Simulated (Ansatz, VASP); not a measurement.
Two plane-wave programs on PN

```
CELL_PARAMETERS angstrom
0.00000 3.04955 0.00000
0.00000 0.00000 3.73839
6.25108 0.00000 0.00000
ATOMIC_POSITIONS crystal
P 0.75000 0.81172 0.07423
P 0.25000 0.31172 0.42577
P 0.75000 0.68828 0.57423
P 0.25000 0.18828 0.92577
N 0.25000 0.51421 0.15775
N 0.75000 0.01421 0.34225
N 0.25000 0.98579 0.65775
N 0.75000 0.48579 0.84225
```

Alike in both runs: task single point; functional PBE; k mesh 8 × 6 × 4; occupations gaussian, width 0.2 eV; no spin polarisation.

```csv
,VASP,Ansatz
version,VASP 6.6.1,Ansatz 0.2.0
potentials or method,"VASP PAW PBE potentials, release 64 (P, N), cutoff 520 eV","scalar-relativistic, plane waves, PAW"
valence electrons in the cell,40,40
```

```csv
,VASP,Ansatz,Ansatz less VASP
gap on the k mesh at the Fermi level (eV),none,none,-
pressure (GPa),-0.7,0.0,+0.69
"traceless stress, the component that is largest in VASP (GPa)",0.49,0.48,-0.016
rms of the force components (eV/Å),0.032,0.040,+0.0088
```

Atom by atom the forces differ by 0.011 eV/Å (rms over components). A gap of «none» marks a metal or a gap that the smearing closes.
